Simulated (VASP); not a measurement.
# Na (Im-3m) in VASP: further runs, part 2 of 2

VASP 6.6.1. The steps go on from the part before.

**3. Single point, PBEsol**

This run uses another cell than the first one, of 25.83 Å³/atom, 1.176 times its volume.

INCAR

```
  PREC = Accurate
  ENCUT = 520
  EDIFF = 1E-7
  ISMEAR = -1
  SIGMA = 0.05
  LREAL = False
  LASPH = True
  NELM = 60
  ALGO = Normal
  ISIF = 2
  LWAVE = False
  LCHARG = False
  GGA = PS
  NBANDS = 10
```

KPOINTS

```
Automatic mesh
0
Gamma
  9 9 9
```

POSCAR

```
Na
1.0
   -1.8621589996      1.8621589996      1.8621589996
    1.8621589996     -1.8621589996      1.8621589996
    1.8621589996      1.8621589996     -1.8621589996
Na
1
Direct
    0.0000000000      0.0000000000      0.0000000000
```

Potentials or basis: VASP PAW PBE potentials, release 64 (Na_pv).

On the command line:

```
cat potpaw_PBE.64/Na_pv/POTCAR > POTCAR
mpirun -np 1 vasp_std > vasp.out
```

OUTCAR:

```text
PREC = Accurate
   ENCUT = 520
   EDIFF = 1E-7
   ISMEAR = -1
   LREAL = False
   LASPH = True
   NELM = 60
   ISIF = 2
   GGA = PS

 ion  position               nearest neighbor table
   1  0.000  0.000  0.000-

  LATTYP: Found a body centered cubic cell.
 ALAT       =     3.7243179992

  Lattice vectors:

 A1 = (  -1.8621589996,   1.8621589996,   1.8621589996)
 A2 = (   1.8621589996,  -1.8621589996,   1.8621589996)
 A3 = (   1.8621589996,   1.8621589996,  -1.8621589996)

Analysis of symmetry for initial positions (statically):
=====================================================================
 Subroutine PRICEL returns:
 Original cell was already a primitive cell.

 Routine SETGRP: Setting up the symmetry group for a
 body centered cubic supercell.

 Subroutine GETGRP returns: Found 48 space group operations
[... 9 lines left out ...]

 Routine SETGRP: Setting up the symmetry group for a
 body centered cubic supercell.

 Subroutine GETGRP returns: Found 48 space group operations
[... 11 lines left out ...]
                                     Primitive cell

  volume of cell :      25.8292

  direct lattice vectors                    reciprocal lattice vectors
    -1.862159000  1.862159000  1.862159000     0.000000000  0.268505536  0.268505536
     1.862159000 -1.862159000  1.862159000     0.268505536  0.000000000  0.268505536
     1.862159000  1.862159000 -1.862159000     0.268505536  0.268505536  0.000000000

  length of vectors
     3.225353999  3.225353999  3.225353999     0.379724170  0.379724170  0.379724170

  position of ions in fractional coordinates (direct lattice)
     0.000000000  0.000000000  0.000000000

  ion indices of the primitive-cell ions
   primitive index   ion index
                 1           1

----------------------------------------------------------------------------------------

 KPOINTS: Automatic mesh
[... 82 lines left out ...]
   EFERMI =   0.00;   METHOD = LEGACY
   ISMEAR =    -1;   SIGMA  =   0.05  broadening in eV -4-tet -1-fermi 0-gaus
   EFERMI_NEDOS =   21; number of points for ismear=-14 and -15
   IALGO  =     38    algorithm
   IMIX   =      4    mixing-type and parameters
     AMIX     =   0.40;   BMIX     =  1.00
     AMIX_MAG =   1.60;   BMIX_MAG =  1.00
  volume/ion in A,a.u.               =      25.83       174.30
  Fermi-wavevector in a.u.,A,eV,Ry     =   1.059426  2.002025 15.270963  1.122384
  Thomas-Fermi vector in A             =   2.194771
   LORBIT       =      0    0 simple, 1 ext, 2 COOP (PROOUT), +10 PAW based schemes
   GGA     = PS    functional components
   LHFCALC =     F    Hartree Fock is set to
   AEXX    =    0.0000 exact exchange contribution
   IVDW    =     0    specifies the selected vdW correction
   LEPSILON=     F    determine dielectric tensor
   LRPA    =     F    only Hartree local field effects (RPA)
 non-spin polarized calculation
  energy-cutoff  :      520.00
  volume of cell :       25.83
 maximum number of plane-waves:       712
   NGX = 11   NGY = 11   NGZ = 11

 number of electron       6.9999988 magnetization

 Free energy of the ion-electron system (eV)
  ---------------------------------------------------
  ext. energy  EPLUGINS =         0.00000000
  ---------------------------------------------------
  free energy    TOTEN  =        -1.28150162 eV

  energy without entropy =       -1.27881984  energy(sigma->0) =       -1.28016073

 E-fermi :   1.5372     XC(G=0):  -7.5455

 val. band max:        1.4324252002   @ k =  -0.3333   0.4444   0.1111
 cond. band min:       1.6734372062   @ k =   0.4444   0.0000   0.0000
 fundamental gap:      0.2410120060
 Fermi energy:         1.5371881666

 k-point     1 :       0.0000    0.0000    0.0000
  band No.  band energies     occupation
      1     -23.0404      2.00000
      2     -23.0404      2.00000
      3     -23.0404      2.00000
      4      -2.5701      2.00000
      5      15.8342      0.00000
      6      15.8342      0.00000
      7      15.8342      0.00000
      8      17.0949      0.00000
      9      17.0949      0.00000
     10      17.8216      0.00000
[... 287 lines left out ...]
 k-point    24 :      -0.4444   -0.4444    0.1111
  band No.  band energies     occupation
      1     -23.1501      2.00000
      2     -23.0971      2.00000
      3     -23.0593      2.00000
      4       3.0681      0.00000
      5       3.8819      0.00000
      6       8.1972      0.00000
      7      12.5621      0.00000
      8      15.0065      0.00000
      9      16.2785      0.00000
     10      18.2793      0.00000

 [... further k-points ...]
[... 5 lines left out ...]
  --------------------------------------------------------------------------------------
  -------------------------------------------------------------------------------------
  Total        0.8072293      0.8072293      0.8072293      0.0000000      0.0000000      0.0000000
  in kB       50.0722648     50.0722648     50.0722648      0.0000000      0.0000000      0.0000000
  external PRESSURE =      50.0722648 kB  Pullay stress =       0.0000000 kB

 VOLUME and BASIS-vectors are now :
 -----------------------------------------------------------------------------
  energy-cutoff  :      520.00
  volume of cell :       25.83
      direct lattice vectors                 reciprocal lattice vectors
    -1.862159000  1.862159000  1.862159000     0.000000000  0.268505536  0.268505536
     1.862159000 -1.862159000  1.862159000     0.268505536  0.000000000  0.268505536
     1.862159000  1.862159000 -1.862159000     0.268505536  0.268505536  0.000000000

 POSITION                                       TOTAL-FORCE (eV/Angst)
 -----------------------------------------------------------------------------------
      0.00000      0.00000      0.00000         0.000000      0.000000      0.000000
 -----------------------------------------------------------------------------------
    total drift:                               -0.000000      0.000000      0.000000

  FREE ENERGIE OF THE ION-ELECTRON SYSTEM (eV)
  ---------------------------------------------------
  free  energy   TOTEN  =        -1.2815016178 eV

  energy  without entropy=       -1.2788198421  energy(sigma->0) =       -1.28016073
```

OSZICAR:

```text
N       E                     dE             d eps       ncg     rms          rms(c)
DAV:   1     0.299539579991E+02    0.29954E+02   -0.40686E+03   702   0.658E+02
DAV:   2    -0.645027663596E+00   -0.30599E+02   -0.30461E+02   734   0.165E+02
DAV:   3    -0.128296589921E+01   -0.63794E+00   -0.63760E+00   886   0.238E+01
DAV:   4    -0.128652877097E+01   -0.35629E-02   -0.35627E-02   810   0.175E+00
DAV:   5    -0.128656663538E+01   -0.37864E-04   -0.37864E-04   828   0.182E-01    0.324E-01
DAV:   6    -0.128309132730E+01    0.34753E-02   -0.36058E-03   816   0.904E-01    0.186E-01
DAV:   7    -0.128157592137E+01    0.15154E-02   -0.30368E-03   852   0.745E-01    0.473E-02
DAV:   8    -0.128150164940E+01    0.74272E-04   -0.22615E-04   786   0.265E-01    0.228E-03
DAV:   9    -0.128150183155E+01   -0.18215E-06   -0.10018E-06   796   0.110E-02    0.128E-03
DAV:  10    -0.128150159631E+01    0.23524E-06   -0.23590E-07   772   0.672E-03    0.781E-05
DAV:  11    -0.128150161782E+01   -0.21518E-07   -0.35288E-09   434   0.884E-04
   1 F= -.12815016E+01 E0= -.12801607E+01  d E =-.268178E-02
```

stdout:

```text
POSCAR found type information on POSCAR Na
 POSCAR found :  1 types and       1 ions
 scaLAPACK will be used
 -----------------------------------------------------------------------------
|                                                                             |
|                                                                             |
|     You enforced a specific xc type in the INCAR file but a different       |
|     I HOPE YOU KNOW WHAT YOU ARE DOING!                                     |
|                                                                             |
 -----------------------------------------------------------------------------

 LDA part: xc-table for (Slater+PW92), standard interpolation
 POSCAR, INCAR and KPOINTS ok, starting setup
 FFT: planning ... GRIDC
 FFT: planning ... GRID_SOFT
 FFT: planning ... GRID
 WAVECAR not read
 entering main loop
```

Wall time 4 s (1 thread of Intel Xeon Platinum 8259CL at 2.50GHz (Skylake/Cascade Lake), shared host); peak memory 0.13 GiB.

What came out:

```
Free energy : -1.2815 eV
Pressure    : 5.0 GPa
```

Levels at points of the mesh, in eV from the Fermi level:
| k point | band 1 | band 2 | band 3 | band 4 | band 5 | band 6 | band 7 | band 8 |
| --- | --- | --- | --- | --- | --- | --- | --- | --- |
| (0.00, 0.00, 0.00) | -24.58 | -24.58 | -24.58 | -4.11 | 14.30 | 14.30 | 14.30 | 15.56 |

Caveat: the PAW data sets were made with another functional, which shifts forces and pressure a little.

**4. Single point, PBEsol**

This run uses another cell than the first one, of 30.23 Å³/atom, 1.376 times its volume.

INCAR

```
  PREC = Accurate
  ENCUT = 520
  EDIFF = 1E-6
  ISMEAR = -1
  SIGMA = 0.05
  LREAL = F
  LASPH = T
  NELM = 80
  ALGO = Normal
  ISIF = 2
  LWAVE = F
  LCHARG = T
  GGA = PS
  LELF = T
  LVHAR = T
  NBANDS = 10
```

KPOINTS

```
regular mesh
0
Gamma
  9 9 9
```

POSCAR

```
Na
1.0
   -1.9625051835      1.9625051835      1.9625051835
    1.9625051835     -1.9625051835      1.9625051835
    1.9625051835      1.9625051835     -1.9625051835
Na
1
Direct
    0.0000000000      0.0000000000      0.0000000000
```

Potentials or basis: VASP PAW PBE potentials, release 64 (Na_pv).

On the command line:

```
cat potpaw_PBE.64/Na_pv/POTCAR > POTCAR
mpirun -np 1 vasp_std > vasp.out
```

OUTCAR:

```text
PREC = Accurate
   ENCUT = 520
   EDIFF = 1E-6
   ISMEAR = -1
   LREAL = F
   LASPH = T
   NELM = 80
   ISIF = 2
   GGA = PS

 ion  position               nearest neighbor table
   1  0.000  0.000  0.000-

  LATTYP: Found a body centered cubic cell.
 ALAT       =     3.9250103670

  Lattice vectors:

 A1 = (  -1.9625051835,   1.9625051835,   1.9625051835)
 A2 = (   1.9625051835,  -1.9625051835,   1.9625051835)
 A3 = (   1.9625051835,   1.9625051835,  -1.9625051835)

[... 480 lines left out ...]
      1     -23.7663      2.00000
      2     -23.7351      2.00000
      3     -23.7120      2.00000
      4       2.3503      0.00000
      5       3.0367      0.00000
      6       6.9497      0.00000
      7      10.9669      0.00000
      8      13.0694      0.00000
      9      14.3994      0.00000
     10      15.9370      0.00000

 [... further k-points ...]
[... 5 lines left out ...]
  --------------------------------------------------------------------------------------
  -------------------------------------------------------------------------------------
  Total        0.3672215      0.3672215      0.3672215      0.0000000     -0.0000000      0.0000000
  in kB       19.4601540     19.4601540     19.4601540      0.0000000     -0.0000000      0.0000000
  external PRESSURE =      19.4601540 kB  Pullay stress =       0.0000000 kB

 VOLUME and BASIS-vectors are now :
 -----------------------------------------------------------------------------
  energy-cutoff  :      520.00
  volume of cell :       30.23
      direct lattice vectors                 reciprocal lattice vectors
    -1.962505184  1.962505184  1.962505184     0.000000000  0.254776397  0.254776397
     1.962505184 -1.962505184  1.962505184     0.254776397  0.000000000  0.254776397
     1.962505184  1.962505184 -1.962505184     0.254776397  0.254776397  0.000000000

 POSITION                                       TOTAL-FORCE (eV/Angst)
 -----------------------------------------------------------------------------------
      0.00000      0.00000      0.00000         0.000000      0.000000      0.000000
 -----------------------------------------------------------------------------------
    total drift:                               -0.000000     -0.000000     -0.000000

  FREE ENERGIE OF THE ION-ELECTRON SYSTEM (eV)
  ---------------------------------------------------
  free  energy   TOTEN  =        -1.3735178211 eV

  energy  without entropy=       -1.3706235066  energy(sigma->0) =       -1.37207066
```

OSZICAR:

```text
N       E                     dE             d eps       ncg     rms          rms(c)
DAV:   1     0.278272753396E+02    0.27827E+02   -0.39500E+03   702   0.635E+02
DAV:   2    -0.810613994150E+00   -0.28638E+02   -0.28506E+02   720   0.145E+02
DAV:   3    -0.137351424780E+01   -0.56290E+00   -0.56258E+00   858   0.228E+01
DAV:   4    -0.137696010829E+01   -0.34459E-02   -0.34456E-02   850   0.174E+00
DAV:   5    -0.137699566252E+01   -0.35554E-04   -0.35554E-04   816   0.174E-01    0.273E-01
DAV:   6    -0.137451891810E+01    0.24767E-02   -0.31515E-03   840   0.831E-01    0.159E-01
DAV:   7    -0.137357720108E+01    0.94172E-03   -0.26518E-03   802   0.684E-01    0.458E-02
DAV:   8    -0.137351769445E+01    0.59507E-04   -0.19996E-04   812   0.247E-01    0.203E-03
DAV:   9    -0.137351782109E+01   -0.12664E-06   -0.75554E-07   554   0.955E-03
   1 F= -.13735178E+01 E0= -.13720707E+01  d E =-.289431E-02
```

stdout:

```text
POSCAR found type information on POSCAR Na
 POSCAR found :  1 types and       1 ions
 scaLAPACK will be used
 -----------------------------------------------------------------------------
|                                                                             |
|                                                                             |
|     You enforced a specific xc type in the INCAR file but a different       |
|     I HOPE YOU KNOW WHAT YOU ARE DOING!                                     |
|                                                                             |
 -----------------------------------------------------------------------------

 LDA part: xc-table for (Slater+PW92), standard interpolation
 POSCAR, INCAR and KPOINTS ok, starting setup
 FFT: planning ... GRIDC
 FFT: planning ... GRID_SOFT
 FFT: planning ... GRID
 WAVECAR not read
 entering main loop
```

Run time: 7.1 s. Hardware: 1 thread of Intel Xeon Platinum 8259CL at 2.50GHz (Skylake/Cascade Lake), shared host; peak memory 0.15 GiB.

What came out:

* Free energy: -1.3735 eV
* Pressure: 1.9 GPa

Levels at points of the mesh, in eV from the Fermi level:
| k point | band 1 | band 2 | band 3 | band 4 | band 5 | band 6 |
| --- | --- | --- | --- | --- | --- | --- |
| (0.00, 0.00, 0.00) | -24.63 | -24.63 | -24.63 | -3.72 | 13.14 | 13.14 |

Caveat: the PAW data sets were made with another functional, which shifts forces and pressure a little.

**5. Overview**

```csv
cell,gap on the mesh (eV),pressure (GPa)
"a = 3.056 Å, angles 109.5°, 1 atom",none,10.0
"a = 3.225 Å, angles 109.5°, 1 atom",none,5.0
"a = 3.399 Å, angles 109.5°, 1 atom",none,1.9
```

Alike in all rows: task single point; level PBEsol; potentials or basis VASP PAW PBE potentials, release 64 (Na_pv); no spin polarisation; k mesh 9 × 9 × 9; cutoff (eV) 520; smearing fermi-dirac 0.05 eV.

Caveats: the PAW data sets were made with another functional, which shifts forces and pressure a little.

Total energies depend on the potentials used, so only differences within one code and one set of settings carry meaning.
